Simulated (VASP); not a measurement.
# B48N47 (a cell with a defect) in VASP: further runs, part 4 of 4

VASP 6.6.1. Earlier steps stand in the parts before.

## 5. Single point, PBEsol

File INCAR:

```
SYSTEM = B48N47
PREC = Accurate
ENCUT = 520
EDIFF = 1E-6
ISMEAR = -1
SIGMA = 0.05
LREAL = Auto
LASPH = .True.
NELM = 120
ALGO = Normal
ISIF = 2
LWAVE = .False.
LCHARG = .True.
GGA = PS
LELF = .True.
LVHAR = .True.
NELECT = 376.0
ISYM = -1
NBANDS = 242
GGA_COMPAT = .False.
```

File KPOINTS:

```
explicit points
1
Reciprocal
  0.25000000   0.25000000   0.25000000 1
```

File POSCAR:

```
B48N47
1.0
    7.6229900000      0.0000000000      0.0000000000
    0.0000000000      8.8022710000      0.0000000000
    0.0000000000      0.0000000000      8.4065820000
B N
48 47
Direct
    0.0001070000      0.1665300000      0.0014990000
    0.0001500000      0.1676550000      0.5024670000
    0.3332750000      0.1657310000      0.0009750000
    0.3328830000      0.1613950000      0.5031810000
    0.1661790000      0.4161060000      0.0005990000
    0.1660270000      0.4159970000      0.5033320000
    0.0001030000      0.6676380000      0.0002100000
    0.0000720000      0.6697730000      0.5030700000
    0.6669470000      0.1657040000      0.0009750000
    0.6674710000      0.1613630000      0.5030720000
    0.5001460000      0.4142910000      0.9928650000
    0.5002270000      0.3777390000      0.5130650000
    0.3314340000      0.6678300000      0.9927360000
    0.2951740000      0.6864240000      0.5131910000
    0.1660650000      0.9174100000      0.0007670000
    0.1629040000      0.9203730000      0.5030960000
    0.8340200000      0.4161200000      0.0006000000
    0.8340900000      0.4158650000      0.5033540000
    0.6688340000      0.6678790000      0.9927750000
    0.7045210000      0.6860660000      0.5130970000
    0.5000930000      0.9172360000      0.0004580000
    0.5000030000      0.9163410000      0.5032790000
    0.8341260000      0.9174030000      0.0007730000
    0.8372990000      0.9202960000      0.5031000000
    0.1666560000      0.0837000000      0.2500810000
    0.1657020000      0.0838070000      0.7525380000
    0.0000470000      0.3326160000      0.2508450000
    0.0000500000      0.3321090000      0.7521180000
    0.5000420000      0.0837190000      0.2503090000
    0.5000530000      0.0838320000      0.7525070000
    0.3324360000      0.3331860000      0.2485660000
    0.3298810000      0.3314510000      0.7519940000
    0.1661160000      0.5823860000      0.2480380000
    0.1642920000      0.5809530000      0.7520080000
    0.0000070000      0.8338940000      0.2495040000
    0.0000070000      0.8340560000      0.7527050000
    0.8334310000      0.0836410000      0.2500830000
    0.8343360000      0.0837720000      0.7525290000
    0.6677330000      0.3330510000      0.2486340000
    0.6702170000      0.3314120000      0.7519880000
    0.5000870000      0.5831840000      0.2021270000
    0.5000700000      0.5830100000      0.7423340000
    0.3337470000      0.8343030000      0.2483730000
    0.3335450000      0.8370950000      0.7520900000
    0.8339680000      0.5824110000      0.2480240000
    0.8357270000      0.5809570000      0.7519940000
    0.6662880000      0.8342660000      0.2482960000
    0.6665260000      0.8370720000      0.7520840000
    0.0000980000      0.1666050000      0.1886920000
    0.0000940000      0.1668630000      0.6886320000
    0.3337120000      0.1671910000      0.1883360000
    0.3329450000      0.1659630000      0.6884690000
    0.1668260000      0.4167330000      0.1884440000
    0.1664810000      0.4163020000      0.6883110000
    0.0001010000      0.6665340000      0.1878060000
    0.0000600000      0.6664500000      0.6880410000
    0.6664960000      0.1671550000      0.1883300000
    0.6672830000      0.1659180000      0.6884820000
    0.5001390000      0.4173320000      0.1870060000
    0.5001910000      0.4139130000      0.6845750000
    0.3340010000      0.6662750000      0.1871470000
    0.3310420000      0.6678690000      0.6842980000
    0.1671680000      0.9163320000      0.1881680000
    0.1662310000      0.9173440000      0.6883830000
    0.8333800000      0.4167190000      0.1884720000
    0.8337580000      0.4162920000      0.6883010000
    0.6662310000      0.6663720000      0.1868240000
    0.6691460000      0.6677740000      0.6844190000
    0.5000860000      0.9166180000      0.1882270000
    0.5000650000      0.9170320000      0.6883350000
    0.8329920000      0.9163300000      0.1881330000
    0.8339060000      0.9173090000      0.6883800000
    0.1668650000      0.0838650000      0.4381190000
    0.1665760000      0.0833870000      0.9385940000
    0.0000660000      0.3343210000      0.4386680000
    0.0000510000      0.3334060000      0.9384270000
    0.5000250000      0.0815380000      0.4386960000
    0.5000280000      0.0831270000      0.9383990000
    0.3347500000      0.3361290000      0.4369010000
    0.3329760000      0.3329380000      0.9372160000
    0.1688050000      0.5834120000      0.4369140000
    0.1663320000      0.5831860000      0.9370940000
    0.9999570000      0.8342700000      0.4385650000
    0.0000340000      0.8334580000      0.9382360000
    0.8332610000      0.0836870000      0.4381010000
    0.8335070000      0.0833760000      0.9385960000
    0.6655450000      0.3354840000      0.4369640000
    0.6671390000      0.3329200000      0.9372290000
    0.5000580000      0.5832850000      0.9305420000
    0.3352840000      0.8310180000      0.4369290000
    0.3332470000      0.8337290000      0.9371310000
    0.8309150000      0.5833650000      0.4369470000
    0.8337460000      0.5831850000      0.9370500000
    0.6645660000      0.8308530000      0.4368980000
    0.6668080000      0.8337780000      0.9370790000
```

Launch:

```sh
cat potpaw_PBE.64/B/POTCAR potpaw_PBE.64/N/POTCAR > POTCAR
mpirun -np 1 vasp_std > vasp.out
```

Wall time 10 min (1 thread of Intel Xeon Platinum 8375C at 2.90GHz (Ice Lake), shared host); peak memory 0.61 GiB.

It converged, with:

* Free energy: -889.7307 eV
* Largest force: 0.019 eV/Å

Forces in eV/Å, atoms in the order of the input:
```
B    0.000  0.002  0.003
B    0.000  0.003 -0.003
B    0.001  0.002  0.003
B    0.000  0.015 -0.006
B    0.001 -0.002  0.004
B    0.003  0.000 -0.007
B    0.001 -0.002  0.004
B   -0.002 -0.008 -0.007
B   -0.001  0.002  0.003
B    0.000  0.013 -0.005
B    0.000  0.003  0.011
B   -0.002  0.010 -0.004
B    0.003 -0.004  0.011
B    0.012 -0.006 -0.007
B    0.001 -0.002  0.004
B    0.008 -0.003 -0.005
B    0.000 -0.002  0.005
B   -0.003  0.001 -0.007
B   -0.002 -0.004  0.010
B   -0.013 -0.003 -0.005
B    0.000 -0.002  0.005
B    0.000 -0.005 -0.007
B    0.000 -0.002  0.004
B   -0.010 -0.004 -0.005
B    0.001  0.002  0.003
B    0.000  0.001  0.002
B    0.000  0.003  0.004
B    0.000  0.002  0.002
B   -0.001  0.001  0.004
B    0.000  0.002  0.001
B    0.005  0.000  0.009
B    0.006  0.004  0.002
B    0.001  0.006  0.010
B    0.003  0.004  0.003
B   -0.001 -0.002  0.004
B   -0.001 -0.003  0.002
B   -0.001  0.002  0.003
B   -0.001  0.001  0.002
B   -0.006  0.002  0.009
B   -0.006  0.004  0.002
B    0.001  0.001  0.016
B   -0.001 -0.001  0.001
B   -0.001 -0.006  0.009
B    0.001 -0.007  0.001
B   -0.003  0.007  0.010
B   -0.005  0.005  0.003
B    0.002 -0.006  0.010
B   -0.001 -0.007  0.000
N    0.001  0.000 -0.003
N    0.000 -0.001 -0.004
N    0.000 -0.002 -0.003
N    0.000 -0.002 -0.001
N   -0.002 -0.003 -0.005
N   -0.001 -0.001  0.000
N    0.001  0.002 -0.003
N    0.001  0.003  0.000
N    0.001 -0.001 -0.003
N    0.000 -0.002 -0.002
N    0.000 -0.016 -0.002
N    0.000  0.006  0.014
N   -0.013  0.009 -0.001
N    0.005 -0.002  0.013
N   -0.001  0.001 -0.002
N    0.000  0.001 -0.001
N    0.003 -0.003 -0.004
N    0.002 -0.002 -0.001
N    0.014  0.009 -0.002
N   -0.004 -0.002  0.013
N    0.000  0.002 -0.005
N    0.000  0.002 -0.002
N    0.002  0.001 -0.002
N    0.001  0.002 -0.001
N   -0.003  0.002 -0.007
N   -0.001  0.001 -0.003
N    0.000 -0.001 -0.004
N    0.000 -0.002 -0.003
N    0.000  0.002 -0.008
N    0.000  0.000 -0.003
N   -0.013 -0.008 -0.010
N   -0.003 -0.002  0.001
N   -0.004 -0.011 -0.012
N   -0.002 -0.003  0.002
N    0.000 -0.001 -0.008
N    0.000 -0.001 -0.001
N    0.003  0.002 -0.006
N    0.000  0.001 -0.002
N    0.013 -0.006 -0.010
N    0.003 -0.002  0.001
N    0.000  0.000  0.000
N    0.001  0.011 -0.010
N    0.000  0.003  0.001
N    0.007 -0.013 -0.013
N    0.002 -0.003  0.001
N    0.001  0.012 -0.010
N    0.000  0.003  0.001
```

Levels at points of the mesh, in eV from the Fermi level:
```
           k point  band 185  band 186  band 187  band 188  band 189  band 190  band 191  band 192
(0.25, 0.25, 0.25)     -1.68     -1.60     -1.24     -0.92      0.92      3.26      3.52      3.56
```

Caveat: the cell carries a net charge on a neutralising background, which shifts energy and pressure; the cell is charged against a uniform background, so pressure and absolute levels hang on convention; the PAW data sets were made with another functional, which shifts forces and pressure a little.
